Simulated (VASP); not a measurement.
# H (I4/mmm) in VASP: settings compared, part 2 of 2

VASP 6.6.1. The steps go on from the part before.

### Step 4. Single point, PBE-based screened hybrid with 40 % exact exchange

File POSCAR:

```
H
1.0
   -1.6915344700      1.6915344700      2.0584739900
    1.6915344700     -1.6915344700      2.0584739900
    1.6915344700      1.6915344700     -2.0584739900
H
2
Direct
    0.0901377100      0.0901377100      0.0000000000
    0.9098622900      0.9098622900      0.0000000000
```

File INCAR.step1:

```
SYSTEM = H
PREC = Accurate
ENCUT = 520
EDIFF = 1E-5
ISMEAR = -1
SIGMA = 0.05
LREAL = .FALSE.
LASPH = .TRUE.
NELM = 100
ALGO = Normal
ISIF = 2
LWAVE = .TRUE.
NBANDS = 8
GGA = PE
```

File INCAR.step2:

```
SYSTEM = H
PREC = Accurate
ENCUT = 520
EDIFF = 1E-7
ISMEAR = -1
SIGMA = 0.05
LREAL = .FALSE.
LASPH = .TRUE.
NELM = 100
ALGO = Normal
ISIF = 2
LWAVE = .FALSE.
LCHARG = .TRUE.
GGA = PE
LHFCALC = .TRUE.
AEXX = 0.4
HFSCREEN = 0.2
PRECFOCK = Normal
LELF = .TRUE.
LVHAR = .TRUE.
NBANDS = 8
ISTART = 1
```

File KPOINTS:

```
Automatic mesh
0
G
  6 6 6
  0 0 0
```

Potentials or basis: VASP PAW PBE potentials, release 64 (H).

Command:

```
$ cat potpaw_PBE.64/H/POTCAR > POTCAR
$ cp INCAR.step1 INCAR
$ mpirun -np 1 vasp_std > vasp.out
$ cp INCAR.step2 INCAR
$ mpirun -np 1 vasp_std > vasp.out
```

OUTCAR:

```text
SYSTEM = H
   PREC = Accurate
   ENCUT = 520
   EDIFF = 1E-7
   ISMEAR = -1
   LREAL = .FALSE.
   LASPH = .TRUE.
   NELM = 100
   ISIF = 2
   GGA = PE
   LHFCALC = .TRUE.
   AEXX = 0.4
   HFSCREEN = 0.2
   PRECFOCK = Normal
   ISTART = 1

 ion  position               nearest neighbor table
   1  0.090  0.090  0.000-   2 0.74
   2  0.910  0.910  0.000-   1 0.74

  LATTYP: Found a body centered tetragonal cell.
 ALAT       =     3.3830689400
 C/A-ratio  =     1.2169270130

  Lattice vectors:

 A1 = (  -1.6915344700,   1.6915344700,   2.0584739900)
 A2 = (   1.6915344700,  -1.6915344700,   2.0584739900)
 A3 = (   1.6915344700,   1.6915344700,  -2.0584739900)

Analysis of symmetry for initial positions (statically):
=====================================================================
 Subroutine PRICEL returns:
 Original cell was already a primitive cell.

 Routine SETGRP: Setting up the symmetry group for a
 body centered tetragonal supercell.

 Subroutine GETGRP returns: Found 16 space group operations
 (whereof 16 operations were pure point group operations)
 out of a pool of 16 trial point group operations.

The static configuration has the point symmetry D_4h.

Analysis of symmetry for dynamics (positions and initial velocities):
=====================================================================
 Subroutine PRICEL returns:
 Original cell was already a primitive cell.

 Routine SETGRP: Setting up the symmetry group for a
 body centered tetragonal supercell.

 Subroutine GETGRP returns: Found 16 space group operations
 (whereof 16 operations were pure point group operations)
 out of a pool of 16 trial point group operations.

The dynamic configuration has the point symmetry D_4h.

 Subroutine INISYM returns: Found 16 space group operations
 (whereof 16 operations are pure point group operations),
 and found     1 'primitive' translations

----------------------------------------------------------------------------------------

                                     Primitive cell

  volume of cell :      23.5596

  direct lattice vectors                    reciprocal lattice vectors
    -1.691534470  1.691534470  2.058473990     0.000000000  0.295589602  0.242898381
     1.691534470 -1.691534470  2.058473990     0.295589602  0.000000000  0.242898381
     1.691534470  1.691534470 -2.058473990     0.295589602  0.295589602  0.000000000

  length of vectors
     3.155929799  3.155929799  3.155929799     0.382587031  0.382587031  0.418026823

  position of ions in fractional coordinates (direct lattice)
     0.090137710  0.090137710  0.000000000
     0.909862290  0.909862290  0.000000000

  ion indices of the primitive-cell ions
   primitive index   ion index
                 1           1
                 2           2

----------------------------------------------------------------------------------------

 KPOINTS: Automatic mesh

Automatic generation of k-mesh.
 Grid dimensions read from file:
 generate k-points for:    6    6    6

 Generating k-lattice:

  Cartesian coordinates                     Fractional coordinates (reciprocal lattice)
     0.000000000  0.049264934  0.040483064     0.166666667  0.000000000  0.000000000
     0.049264934  0.000000000  0.040483064     0.000000000  0.166666667  0.000000000
     0.049264934  0.049264934  0.000000000     0.000000000  0.000000000  0.166666667

  Length of vectors
     0.063764505  0.063764505  0.069671137

  Shift w.r.t. Gamma in fractional coordinates (k-lattice)
     0.000000000  0.000000000  0.000000000

 Subroutine IBZKPT returns following result:
 ===========================================

 Found     30 irreducible k-points:

 Following reciprocal coordinates:
            Coordinates               Weight
  0.000000  0.000000  0.000000      1.000000
  0.166667 -0.000000  0.000000      8.000000
  0.333333 -0.000000  0.000000      8.000000
  0.500000 -0.000000  0.000000      4.000000
  0.166667  0.166667  0.000000      8.000000
  0.333333  0.166667  0.000000     16.000000
[... 16 lines left out ...]
 -0.333333 -0.333333  0.166667      8.000000
 -0.166667 -0.333333  0.166667      8.000000
 [... further k-points ...]
   k-points           NKPTS =     30   k-points in BZ     NKDIM =    216   number of bands    NBANDS=      8
   number of dos      NEDOS =    301   number of ions     NIONS =      2
   total plane-waves  NPLWV =  13824
   dimension x,y,z NGX =    24 NGY =   24 NGZ =   24
   dimension x,y,z NGXF=    48 NGYF=   48 NGZF=   48
   ions per type =               2
   NGX,Y,Z   is equivalent  to a cutoff of  12.64, 12.64, 12.64 a.u.
   NGXF,Y,Z  is equivalent  to a cutoff of  25.29, 25.29, 25.29 a.u.
 SYSTEM =  H
   PREC   = accura    normal or accurate (medium, high low for compatibility)
   ISTART =      1    job   : 0-new  1-cont  2-samecut
   ICHARG =      0    charge: 1-file 2-atom 10-const
   ISPIN  =      1    spin polarized calculation?
   LNONCOLLINEAR =      F non collinear calculations
   LSORBIT =      F    spin-orbit coupling
   LASPH  =      T    aspherical Exc in radial PAW
   ENCUT  =  520.0 eV  38.22 Ry    6.18 a.u.   5.87  5.87  5.87*2*pi/ulx,y,z
   NELM   =    100;   NELMIN=  2; NELMDL=  0     # of ELM steps
   EDIFF  = 0.1E-06   stopping-criterion for ELM
   LREAL  =      F    real-space projection
   EDIFFG = 0.1E-05   stopping-criterion for IOM
   NSW    =      0    number of steps for IOM
   IBRION =     -1    ionic relax: 0-MD 1-quasi-New 2-CG
   NFREE  =      0    steps in history (QN), initial steepest desc. (CG)
   ISIF   =      2    stress and relaxation
   ISYM   =      3    0-nonsym 1-usesym 2-fastsym
   POTIM  = 0.5000    time-step for ionic-motion
   TEBEG  =    0.0;   TEEND  =   0.0 temperature during run
   PSTRESS=    0.0 pullay stress
   NELECT =       2.0000    total number of electrons
   NUPDOWN=      -1.0000    fix difference up-down
   EMIN   =  10.00;   EMAX   =-10.00  energy-range for DOS
   EFERMI =   0.00;   METHOD = LEGACY
   ISMEAR =    -1;   SIGMA  =   0.05  broadening in eV -4-tet -1-fermi 0-gaus
   EFERMI_NEDOS =   21; number of points for ismear=-14 and -15
   IALGO  =     38    algorithm
   IMIX   =      1    mixing-type and parameters
     AMIX     =   0.40;   BMIX     =  1.00
     AMIX_MAG =   1.60;   BMIX_MAG =  1.00
  volume/ion in A,a.u.               =      11.78        79.49
  Fermi-wavevector in a.u.,A,eV,Ry     =   0.719497  1.359653  7.043413  0.517676
  Thomas-Fermi vector in A             =   1.808708
   LORBIT       =      0    0 simple, 1 ext, 2 COOP (PROOUT), +10 PAW based schemes
   GGA     = PE    functional components
   LHFCALC =     T    Hartree Fock is set to
   PRECFOCK=normal    Normal, Fast or Accurate (Low or Medium for compatibility)
   ENCUT4O =  -1.0   cutoff for four orbital integrals eV
   NKREDX  =     1    reduce k-point grid by
   NKREDY  =     1    reduce k-point grid by
   NKREDZ  =     1    reduce k-point grid by
   AEXX    =    0.4000 exact exchange contribution
   HFSCREEN=    0.2000 screening length (either q_TF or 0.3 A-1)
   HFSCREENC=   0.2000 screening length for correlation (either q_TF or 0.3 A-1)
   ENCUTFOCK=  -1.0 apply spherical cutoff to Coloumb kernel
   IVDW    =     0    specifies the selected vdW correction
   LEPSILON=     F    determine dielectric tensor
   LRPA    =     F    only Hartree local field effects (RPA)
 non-spin polarized calculation
  energy-cutoff  :      520.00
  volume of cell :       23.56
 maximum number of plane-waves:       645
  NGX = 18; NGY = 18; NGZ = 18

 number of electron       2.0000000 magnetization

 Free energy of the ion-electron system (eV)
  ---------------------------------------------------
  ext. energy  EPLUGINS =         0.00000000
  ---------------------------------------------------
  free energy    TOTEN  =        -8.47292814 eV

  energy without entropy =       -8.47292814  energy(sigma->0) =       -8.47292814

 E-fermi :  -9.1239     XC(G=0):  -4.0878

 val. band max:      -10.0733041307   @ k =   0.5000   0.5000   0.5000
 cond. band min:       1.3886174181   @ k =   0.5000  -0.0000   0.0000
 fundamental gap:     11.4619215488
 Fermi energy:        -9.1239145047

 k-point     1 :       0.0000    0.0000    0.0000
  band No.  band energies     occupation
      1     -12.6745      2.00000
      2       6.1972      0.00000
      3      10.5894      0.00000
      4      16.6439      0.00000
      5      16.6439      0.00000
      6      18.4109      0.00000
      7      18.4109      0.00000
      8      19.6832      0.00000
[... 243 lines left out ...]
 k-point    24 :      -0.1667   -0.3333    0.1667
  band No.  band energies     occupation
      1     -11.3246      2.00000
      2       2.5949      0.00000
      3       9.6972      0.00000
      4      11.3874      0.00000
      5      14.3277      0.00000
      6      15.7548      0.00000
      7      17.3804      0.00000
      8      20.5522      0.00000

 [... further k-points ...]
[... 5 lines left out ...]
  --------------------------------------------------------------------------------------
  -------------------------------------------------------------------------------------
  Total        0.0195453      0.0195453      0.0030741      0.0000000      0.0000000      0.0000000
  in kB        1.3291882      1.3291882      0.2090529      0.0000000      0.0000000      0.0000000
  external PRESSURE =       0.9558098 kB  Pullay stress =       0.0000000 kB

 VOLUME and BASIS-vectors are now :
 -----------------------------------------------------------------------------
  energy-cutoff  :      520.00
  volume of cell :       23.56
      direct lattice vectors                 reciprocal lattice vectors
    -1.691534470  1.691534470  2.058473990     0.000000000  0.295589602  0.242898381
     1.691534470 -1.691534470  2.058473990     0.295589602  0.000000000  0.242898381
     1.691534470  1.691534470 -2.058473990     0.295589602  0.295589602  0.000000000

 POSITION                                       TOTAL-FORCE (eV/Angst)
 -----------------------------------------------------------------------------------
      0.00000      0.00000      0.37109         0.000000      0.000000     -0.023125
      0.00000      0.00000      3.74586        -0.000000     -0.000000      0.023125
 -----------------------------------------------------------------------------------
    total drift:                               -0.000000     -0.000000      0.000000

  FREE ENERGIE OF THE ION-ELECTRON SYSTEM (eV)
  ---------------------------------------------------
  free  energy   TOTEN  =        -8.4729281405 eV

  energy  without entropy=       -8.4729281404  energy(sigma->0) =       -8.47292814
```

Run time: 4.3 min. Hardware: 1 thread of Intel Xeon 8259CL, shared host; peak memory 0.23 GiB.

What came out:

```yaml
Free_energy: -8.4729 eV
Pressure: 0.1 GPa
Largest_force: 0.023 eV/Å
Band_gap_on_the_k_mesh: 11.46 eV (least direct gap 12.36 eV)
```

Forces in eV/Å, atoms in the order of the input:
```
H    0.000  0.000 -0.023
H    0.000  0.000  0.023
```

Stress tensor (GPa, compression positive):
```
0.13 0.00 0.00
0.00 0.13 0.00
0.00 0.00 0.02
```

Caveat: this functional lacks dispersion, which holds the molecules together, so the pressure and a relaxed volume are unreliable; the PAW data sets were made with another functional, which shifts forces and pressure a little.

### Step 5. Single point, PBE-based screened hybrid with 50 % exact exchange

POSCAR is that of step 4.

File INCAR.step1:

```
  PREC = Accurate
  ENCUT = 520
  EDIFF = 1E-5
  ISMEAR = -1
  SIGMA = 0.05
  LREAL = F
  LASPH = T
  NELM = 60
  ALGO = Normal
  ISIF = 2
  LWAVE = T
  LCHARG = F
  NBANDS = 8
  GGA = PE
```

File INCAR.step2:

```
  PREC = Accurate
  ENCUT = 520
  EDIFF = 1E-7
  ISMEAR = -1
  SIGMA = 0.05
  LREAL = F
  LASPH = T
  NELM = 60
  ALGO = Normal
  ISIF = 2
  LWAVE = F
  LCHARG = F
  GGA = PE
  LHFCALC = T
  AEXX = 0.5
  HFSCREEN = 0.2
  PRECFOCK = Normal
  NBANDS = 8
  ISTART = 1
```

File KPOINTS:

```
Automatic mesh
0
Gamma
  6 6 6
```

Command:

```
$ cat potpaw_PBE.64/H/POTCAR > POTCAR
$ cp INCAR.step1 INCAR
$ mpirun -np 1 vasp_std > vasp.out
$ cp INCAR.step2 INCAR
$ mpirun -np 1 vasp_std > vasp.out
```

Run time: 4.4 min. Hardware: 1 thread of Intel Xeon 8259CL, shared host; peak memory 0.23 GiB.

The run converged. Its results:

```
Free energy            : -8.8983 eV
Pressure               : 0.0 GPa
Largest force          : 0.092 eV/Å
Band gap on the k mesh : 12.10 eV (least direct gap 13.01 eV)
```

Forces in eV/Å, atoms in the order of the input:
```
H    0.000  0.000 -0.092
H    0.000  0.000  0.092
```

Stress tensor (GPa, compression positive):
```
 0.12  0.00  0.00
 0.00  0.12  0.00
 0.00  0.00 -0.34
```

Levels at points of the mesh, in eV from the valence-band top:
| k point | band 1 | band 2 | band 3 | band 4 |
| --- | --- | --- | --- | --- |
| (0.00, 0.00, 0.00) | -2.65 | 16.94 | 21.55 | 27.51 |
| (0.50, 0.00, 0.00) | -0.91 | 12.10 | 20.29 | 22.90 |
| (0.50, 0.50, 0.00) | -0.67 | 13.81 | 18.05 | 19.42 |
| (0.50, 0.50, 0.50) | 0.00 | 13.63 | 18.67 | 19.60 |

Caveat: this functional lacks dispersion, which holds the molecules together, so the pressure and a relaxed volume are unreliable; the PAW data sets were made with another functional, which shifts forces and pressure a little.

### Step 6. Overview

```tsv
level	share of exact exchange	gap on the mesh (eV)	pressure (GPa)	largest force (eV/Å)
PBE-based screened hybrid with 25 % exact exchange	0.25	10.51	0.3	0.07
PBE-based screened hybrid with 30 % exact exchange	0.3	10.83	0.3	0.04
PBE-based screened hybrid with 40 % exact exchange	0.4	11.46	0.1	0.02
PBE-based screened hybrid with 50 % exact exchange	0.5	12.10	0.0	0.09
```

Alike in all rows: task single point; potentials or basis VASP PAW PBE potentials, release 64 (H); no spin polarisation; cell as given; k mesh 6 × 6 × 6; cutoff (eV) 520; smearing fermi-dirac 0.05 eV.

On the cell as given the gap runs from 10.51 eV (PBE-based screened hybrid with 25 % exact exchange) to 12.10 eV (PBE-based screened hybrid with 50 % exact exchange). The pressure there spans 0.0 GPa (PBE-based screened hybrid with 50 % exact exchange) to 0.3 GPa (PBE-based screened hybrid with 25 % exact exchange); a positive pressure means that this level wants a larger cell, a negative one a smaller.

Caveats: this functional lacks dispersion, which holds the molecules together, so the pressure and a relaxed volume are unreliable; the PAW data sets were made with another functional, which shifts forces and pressure a little.

Absolute energies hang on the potentials; compare differences alone.
